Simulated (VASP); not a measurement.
# AlN (I-4m2) in VASP: a series of runs, part 2 of 2

VASP 6.6.1. The steps go on from the part before.

**3. Single point, PBE (strain -0.0150 x Voigt [1, 1, 0, 0, 0, 0])**

The input, INCAR:

```
PREC = Accurate ; ENCUT = 520
EDIFF = 1E-7 ; ISMEAR = 0
SIGMA = 0.05 ; LREAL = F
LASPH = T ; NELM = 80
ALGO = Normal ; ISIF = 2
LWAVE = F ; LCHARG = T
GGA = PE ; LELF = T
LVHAR = T ; NBANDS = 11
```

The input, KPOINTS:

```
regular mesh
0
Gamma
  10 10 10
```

The input, POSCAR:

```
AlN
1.0
    0.0000000000      2.1512336562      2.1839935596
    2.1512336562      0.0000000000      2.1839935596
    2.1512336562      2.1512336562      0.0000000000
Al N
1 1
Direct
    0.0000000000      0.0000000000      0.0000000000
    0.7500000000      0.7500000000      0.7500000000
```

Potentials or basis: VASP PAW PBE potentials, release 64 (Al, N).

The run is started by

```bash
$ cat potpaw_PBE.64/Al/POTCAR potpaw_PBE.64/N/POTCAR > POTCAR
$ mpirun -np 1 vasp_std > vasp.out
```

OUTCAR:

```text
PREC = Accurate
   ENCUT = 520
   EDIFF = 1E-7
   ISMEAR = 0
   LREAL = F
   LASPH = T
   NELM = 80
   ISIF = 2
   GGA = PE

 ion  position               nearest neighbor table
   1  0.000  0.000  0.000-   2 1.87   2 1.87   2 1.87   2 1.87
   2  0.750  0.750  0.750-   1 1.87   1 1.87   1 1.87   1 1.87

  LATTYP: Found a body centered tetragonal cell.
 ALAT       =     3.0423038124
 C/A-ratio  =     1.4357498095

  Lattice vectors:

 A1 = (  -2.1512336562,   0.0000000000,   2.1839935596)
 A2 = (   2.1512336562,   0.0000000000,   2.1839935596)
 A3 = (   0.0000000000,   2.1512336562,  -2.1839935596)

Analysis of symmetry for initial positions (statically):
=====================================================================
 Subroutine PRICEL returns:
 Original cell was already a primitive cell.

 Routine SETGRP: Setting up the symmetry group for a
 body centered tetragonal supercell.

 Subroutine GETGRP returns: Found  8 space group operations
 (whereof  8 operations were pure point group operations)
 out of a pool of 16 trial point group operations.

The static configuration has the point symmetry D_2d.

Analysis of symmetry for dynamics (positions and initial velocities):
=====================================================================
 Subroutine PRICEL returns:
 Original cell was already a primitive cell.

 Routine SETGRP: Setting up the symmetry group for a
 body centered tetragonal supercell.

 Subroutine GETGRP returns: Found  8 space group operations
 (whereof  8 operations were pure point group operations)
 out of a pool of 16 trial point group operations.

The dynamic configuration has the point symmetry D_2d.

 Subroutine INISYM returns: Found  8 space group operations
 (whereof  8 operations are pure point group operations),
 and found     1 'primitive' translations

----------------------------------------------------------------------------------------

                                     Primitive cell

  volume of cell :      20.2142

  direct lattice vectors                    reciprocal lattice vectors
     0.000000000  2.151233656  2.183993560    -0.232424776  0.232424776  0.228938404
     2.151233656  0.000000000  2.183993560     0.232424776 -0.232424776  0.228938404
     2.151233656  2.151233656  0.000000000     0.232424776  0.232424776 -0.228938404

  length of vectors
     3.065556085  3.065556085  3.042303812     0.400568778  0.400568778  0.400568778

  position of ions in fractional coordinates (direct lattice)
     0.000000000  0.000000000  0.000000000
     0.750000000  0.750000000  0.750000000

  ion indices of the primitive-cell ions
   primitive index   ion index
                 1           1
                 2           2

----------------------------------------------------------------------------------------

 KPOINTS: regular mesh

Automatic generation of k-mesh.
 Grid dimensions read from file:
 generate k-points for:   10   10   10

 Generating k-lattice:

  Cartesian coordinates                     Fractional coordinates (reciprocal lattice)
    -0.023242478  0.023242478  0.022893840     0.100000000 -0.000000000  0.000000000
     0.023242478 -0.023242478  0.022893840    -0.000000000  0.100000000  0.000000000
     0.023242478  0.023242478 -0.022893840     0.000000000  0.000000000  0.100000000

  Length of vectors
     0.040056878  0.040056878  0.040056878

  Shift w.r.t. Gamma in fractional coordinates (k-lattice)
     0.000000000  0.000000000  0.000000000

 Subroutine IBZKPT returns following result:
 ===========================================

 Found    102 irreducible k-points:

 Following reciprocal coordinates:
            Coordinates               Weight
  0.000000  0.000000  0.000000      1.000000
  0.100000  0.000000  0.000000      8.000000
  0.200000  0.000000  0.000000      8.000000
  0.300000  0.000000  0.000000      8.000000
  0.400000  0.000000  0.000000      8.000000
  0.500000  0.000000  0.000000      4.000000
[... 16 lines left out ...]
  0.300000  0.300000  0.000000      2.000000
  0.400000  0.300000  0.000000      8.000000
 [... further k-points ...]
   k-points           NKPTS =    102   k-points in BZ     NKDIM =    102   number of bands    NBANDS=     11
   number of dos      NEDOS =    301   number of ions     NIONS =      2
   total plane-waves  NPLWV =  13824
   dimension x,y,z NGX =    24 NGY =   24 NGZ =   24
   dimension x,y,z NGXF=    48 NGYF=   48 NGZF=   48
   ions per type =               1   1
   NGX,Y,Z   is equivalent  to a cutoff of  13.02, 13.02, 13.11 a.u.
   NGXF,Y,Z  is equivalent  to a cutoff of  26.03, 26.03, 26.23 a.u.
 SYSTEM =  unknown system
   PREC   = accura    normal or accurate (medium, high low for compatibility)
   ISTART =      0    job   : 0-new  1-cont  2-samecut
   ICHARG =      2    charge: 1-file 2-atom 10-const
   ISPIN  =      1    spin polarized calculation?
   LNONCOLLINEAR =      F non collinear calculations
   LSORBIT =      F    spin-orbit coupling
   LASPH  =      T    aspherical Exc in radial PAW
   ENCUT  =  520.0 eV  38.22 Ry    6.18 a.u.   5.70  5.70  5.66*2*pi/ulx,y,z
   NELM   =     80;   NELMIN=  2; NELMDL= -5     # of ELM steps
   EDIFF  = 0.1E-06   stopping-criterion for ELM
   LREAL  =      F    real-space projection
   EDIFFG = 0.1E-05   stopping-criterion for IOM
   NSW    =      0    number of steps for IOM
   IBRION =     -1    ionic relax: 0-MD 1-quasi-New 2-CG
   NFREE  =      0    steps in history (QN), initial steepest desc. (CG)
   ISIF   =      2    stress and relaxation
   ISYM   =      2    0-nonsym 1-usesym 2-fastsym
   POTIM  = 0.5000    time-step for ionic-motion
   TEBEG  =    0.0;   TEEND  =   0.0 temperature during run
   PSTRESS=    0.0 pullay stress
   NELECT =       8.0000    total number of electrons
   NUPDOWN=      -1.0000    fix difference up-down
   EMIN   =  10.00;   EMAX   =-10.00  energy-range for DOS
   EFERMI =   0.00;   METHOD = LEGACY
   ISMEAR =     0;   SIGMA  =   0.05  broadening in eV -4-tet -1-fermi 0-gaus
   EFERMI_NEDOS =   21; number of points for ismear=-14 and -15
   IALGO  =     38    algorithm
   IMIX   =      4    mixing-type and parameters
     AMIX     =   0.40;   BMIX     =  1.00
     AMIX_MAG =   1.60;   BMIX_MAG =  1.00
  volume/ion in A,a.u.               =      10.11        68.21
  Fermi-wavevector in a.u.,A,eV,Ry     =   1.201949  2.271354 19.656079  1.444681
  Thomas-Fermi vector in A             =   2.337744
   LORBIT       =      0    0 simple, 1 ext, 2 COOP (PROOUT), +10 PAW based schemes
   GGA     = PE    functional components
   LHFCALC =     F    Hartree Fock is set to
   AEXX    =    0.0000 exact exchange contribution
   IVDW    =     0    specifies the selected vdW correction
   LEPSILON=     F    determine dielectric tensor
   LRPA    =     F    only Hartree local field effects (RPA)
 non-spin polarized calculation
 Gauss-broadening in eV      SIGMA  =   0.05
  energy-cutoff  :      520.00
  volume of cell :       20.21
 maximum number of plane-waves:       552
   NGX = 11   NGY = 11   NGZ = 11

 number of electron       7.9999999 magnetization

 Free energy of the ion-electron system (eV)
  ---------------------------------------------------
  ext. energy  EPLUGINS =         0.00000000
  ---------------------------------------------------
  free energy    TOTEN  =       -14.80820688 eV

  energy without entropy =      -14.80820688  energy(sigma->0) =      -14.80820688

 E-fermi :   6.5503     XC(G=0): -11.0665

 val. band max:        6.2817352204   @ k =   0.0000   0.0000   0.0000
 cond. band min:       9.5694375560   @ k =   0.5000   0.0000   0.5000
 fundamental gap:      3.2877023356
 Fermi energy:         6.5502947731

 k-point     1 :       0.0000    0.0000    0.0000
  band No.  band energies     occupation
      1      -8.8988      2.00000
      2       6.2161      2.00000
      3       6.2817      2.00000
      4       6.2817      2.00000
      5      10.7250      0.00000
      6      19.1180      0.00000
      7      19.1180      0.00000
      8      19.1328      0.00000
      9      23.9251      0.00000
     10      24.4442      0.00000
     11      25.2746      0.00000
[... 309 lines left out ...]
 k-point    24 :       0.4000    0.3000    0.0000
  band No.  band energies     occupation
      1      -6.8423      2.00000
      2       1.9989      2.00000
      3       4.5693      2.00000
      4       4.9071      2.00000
      5      11.2504      0.00000
      6      16.1340      0.00000
      7      18.7173      0.00000
      8      21.2784      0.00000
      9      21.7805      0.00000
     10      28.0453      0.00000
     11      30.3323      0.00000

 [... further k-points ...]
[... 5 lines left out ...]
  --------------------------------------------------------------------------------------
  -------------------------------------------------------------------------------------
  Total        1.5174773      1.5174773      1.2615258      0.0000000      0.0000000      0.0000000
  in kB      120.2752485    120.2752485     99.9885329      0.0000000      0.0000000      0.0000000
  external PRESSURE =     113.5130100 kB  Pullay stress =       0.0000000 kB

 VOLUME and BASIS-vectors are now :
 -----------------------------------------------------------------------------
  energy-cutoff  :      520.00
  volume of cell :       20.21
      direct lattice vectors                 reciprocal lattice vectors
     0.000000000  2.151233656  2.183993560    -0.232424776  0.232424776  0.228938404
     2.151233656  0.000000000  2.183993560     0.232424776 -0.232424776  0.228938404
     2.151233656  2.151233656  0.000000000     0.232424776  0.232424776 -0.228938404

 POSITION                                       TOTAL-FORCE (eV/Angst)
 -----------------------------------------------------------------------------------
      0.00000      0.00000      0.00000        -0.000000     -0.000000     -0.000000
      3.22685      3.22685      3.27599         0.000000      0.000000      0.000000
 -----------------------------------------------------------------------------------
    total drift:                               -0.000000     -0.000000     -0.000000

  FREE ENERGIE OF THE ION-ELECTRON SYSTEM (eV)
  ---------------------------------------------------
  free  energy   TOTEN  =       -14.8082068755 eV

  energy  without entropy=      -14.8082068755  energy(sigma->0) =      -14.80820688
```

OSZICAR:

```text
N       E                     dE             d eps       ncg     rms          rms(c)
DAV:   1     0.120884556351E+02    0.12088E+02   -0.39621E+03  2284   0.610E+02
DAV:   2    -0.163227364664E+02   -0.28411E+02   -0.27351E+02  2725   0.141E+02
DAV:   3    -0.172429979347E+02   -0.92026E+00   -0.91898E+00  2768   0.240E+01
DAV:   4    -0.172481693236E+02   -0.51714E-02   -0.51710E-02  2577   0.195E+00
DAV:   5    -0.172482337535E+02   -0.64430E-04   -0.64429E-04  2742   0.206E-01    0.877E+00
DAV:   6    -0.148211040190E+02    0.24271E+01   -0.11760E+01  2662   0.174E+01    0.287E+00
DAV:   7    -0.148146663515E+02    0.64377E-02   -0.18929E-01  2541   0.332E+00    0.210E+00
DAV:   8    -0.148095150636E+02    0.51513E-02   -0.27269E-02  2502   0.156E+00    0.575E-01
DAV:   9    -0.148081515583E+02    0.13635E-02   -0.39233E-03  2715   0.372E-01    0.233E-01
DAV:  10    -0.148081929181E+02   -0.41360E-04   -0.36973E-04  2505   0.126E-01    0.267E-02
DAV:  11    -0.148082068864E+02   -0.13968E-04   -0.12894E-05  2646   0.272E-02    0.150E-02
DAV:  12    -0.148082068755E+02    0.10901E-07   -0.22053E-07  2643   0.374E-03
   1 F= -.14808207E+02 E0= -.14808207E+02  d E =-.271866E-16
```

stdout:

```text
POSCAR found type information on POSCAR AlN
 POSCAR found :  2 types and       2 ions
 scaLAPACK will be used
 LDA part: xc-table for (Slater+PW92), standard interpolation
 POSCAR, INCAR and KPOINTS ok, starting setup
 FFT: planning ... GRIDC
 FFT: planning ... GRID_SOFT
 FFT: planning ... GRID
 WAVECAR not read
 entering main loop
```

Wall time 11 s (1 thread of Intel Xeon Platinum 8488C (Sapphire Rapids), shared host); peak memory 0.14 GiB.

What came out:

| Quantity | Value |
| --- | --- |
| Free energy | -14.8082 eV |
| Pressure | 11.4 GPa |
| Band gap on the k mesh | 3.29 eV, indirect (least direct gap 4.44 eV) |

Stress tensor (GPa, compression positive):
```
12.03  0.00  0.00
 0.00 12.03  0.00
 0.00  0.00 10.00
```

Caveat: the cell differs from its parent crystal (strain -0.0150 x Voigt [1, 1, 0, 0, 0, 0]). A k mesh can miss the band edges.

**4. Single point, PBE (strain +0.0150 x Voigt [1, 1, 0, 0, 0, 0])**

The input, INCAR:

```
PREC     = Accurate       # precision mode
ENCUT    = 520            # plane-wave cutoff, eV
EDIFF    = 1E-6           # SCF threshold, eV
ISMEAR   = 0              # smearing method
SIGMA    = 0.05           # smearing width, eV
LREAL    = False          # projectors in reciprocal space
LASPH    = True           # aspherical terms in the spheres
NELM     = 100            # most SCF steps
ALGO     = Normal         # electronic algorithm
ISIF     = 2              # what is computed and relaxed
LWAVE    = False          # write WAVECAR
LCHARG   = False          # write CHGCAR
GGA      = PE             # functional
NBANDS   = 11             # bands
```

The input, KPOINTS:

```
Automatic mesh
0
Gamma
  10 10 10
```

The input, POSCAR:

```
AlN
1.0
    0.0000000000      2.2167534630      2.1839935596
    2.2167534630      0.0000000000      2.1839935596
    2.2167534630      2.2167534630      0.0000000000
Al N
1 1
Direct
    0.0000000000      0.0000000000      0.0000000000
    0.7500000000      0.7500000000      0.7500000000
```

The run is started by

```bash
$ cat potpaw_PBE.64/Al/POTCAR potpaw_PBE.64/N/POTCAR > POTCAR
$ mpirun -np 1 vasp_std > vasp.out
```

It took 9.5 s on 1 thread of Intel Xeon Platinum 8488C (Sapphire Rapids), shared host; peak memory 0.15 GiB.

Results (log left out):

| Item | Value |
| --- | --- |
| Free energy | -14.8456 eV |
| Pressure | -1.4 GPa |
| Band gap on the k mesh | 3.22 eV, indirect (least direct gap 3.89 eV) |

Stress tensor (GPa, compression positive):
```
-2.02  0.00  0.00
 0.00 -2.02  0.00
 0.00  0.00 -0.12
```

Levels at points of the mesh, in eV from the valence-band top:
```csv
k point,band 1,band 2,band 3,band 4,band 5,band 6,band 7,band 8
"(0.00, 0.00, 0.00)",-14.85,-0.06,-0.06,0.00,3.89,12.22,12.23,12.23
"(0.50, 0.00, 0.00)",-12.89,-5.77,-0.58,-0.46,7.06,9.62,10.79,11.06
"(0.50, 0.50, 0.00)",-12.24,-4.76,-1.86,-1.86,3.22,8.24,13.69,15.25
"(0.50, 0.00, 0.50)",-12.30,-4.90,-1.74,-1.74,3.28,8.47,13.43,15.15
```

Caveat: the cell differs from its parent crystal (strain +0.0150 x Voigt [1, 1, 0, 0, 0, 0]).

**5. Single point, PBE (strain +0.0300 x Voigt [1, 1, 0, 0, 0, 0])**

The input, INCAR:

```
PREC     = Accurate       # precision mode
ENCUT    = 520            # plane-wave cutoff, eV
EDIFF    = 1E-6           # SCF threshold, eV
ISMEAR   = 0              # smearing method
SIGMA    = 0.05           # smearing width, eV
LREAL    = F              # projectors in reciprocal space
LASPH    = T              # aspherical terms in the spheres
NELM     = 80             # most SCF steps
ALGO     = Normal         # electronic algorithm
ISIF     = 2              # what is computed and relaxed
LWAVE    = F              # write WAVECAR
LCHARG   = F              # write CHGCAR
GGA      = PE             # functional
NBANDS   = 11             # bands
```

KPOINTS is that of step 4.

The input, POSCAR:

```
AlN
1.0
    0.0000000000      2.2495133664      2.1839935596
    2.2495133664      0.0000000000      2.1839935596
    2.2495133664      2.2495133664      0.0000000000
Al N
1 1
Direct
    0.0000000000      0.0000000000      0.0000000000
    0.7500000000      0.7500000000      0.7500000000
```

The run is started by

```bash
$ cat potpaw_PBE.64/Al/POTCAR potpaw_PBE.64/N/POTCAR > POTCAR
$ mpirun -np 1 vasp_std > vasp.out
```

It took 12 s on 1 thread of Intel Xeon Platinum 8488C (Sapphire Rapids), shared host; peak memory 0.14 GiB.

The run converged. Its results:

```
Free energy            : -14.8259 eV
Pressure               : -6.7 GPa
Band gap on the k mesh : 3.13 eV, indirect (least direct gap 3.60 eV)
```

Stress tensor (GPa, compression positive):
```
-7.88  0.00  0.00
 0.00 -7.88  0.00
 0.00  0.00 -4.19
```

Levels at points of the mesh, in eV from the valence-band top:
| k point | band 2 | band 3 | band 4 | band 5 | band 6 | band 7 |
| --- | --- | --- | --- | --- | --- | --- |
| (0.00, 0.00, 0.00) | -0.11 | -0.11 | 0.00 | 3.60 | 11.88 | 11.92 |
| (0.50, 0.00, 0.00) | -5.69 | -0.67 | -0.44 | 6.74 | 9.39 | 10.44 |
| (0.50, 0.50, 0.00) | -4.62 | -1.94 | -1.94 | 3.13 | 7.87 | 13.43 |
| (0.50, 0.00, 0.50) | -4.90 | -1.71 | -1.70 | 3.25 | 8.33 | 12.93 |

Caveat: the cell differs from its parent crystal (strain +0.0300 x Voigt [1, 1, 0, 0, 0, 0]). A k mesh can miss the band edges.

**6. Overview**

| cell | gap on the mesh (eV) | pressure (GPa) |
| --- | --- | --- |
| a = 3.043, b = 3.043, c = 2.996 Å, angles 60.5, 60.5, 59.0°, 2 atoms | 3.25 | 19.0 |
| a = 3.066, b = 3.066, c = 3.042 Å, angles 60.3, 60.3, 59.5°, 2 atoms | 3.29 | 11.4 |
| a = 3.112, b = 3.112, c = 3.135 Å, angles 59.8, 59.8, 60.5°, 2 atoms | 3.22 | -1.4 |
| a = 3.135, b = 3.135, c = 3.181 Å, angles 59.5, 59.5, 61.0°, 2 atoms | 3.13 | -6.7 |

Alike in all rows: task single point; level PBE; potentials or basis VASP PAW PBE potentials, release 64 (Al, N); no spin polarisation; k mesh 10 × 10 × 10; cutoff (eV) 520; smearing gaussian 0.05 eV.

Total energies depend on the potentials used, so only differences within one code and one set of settings carry meaning.
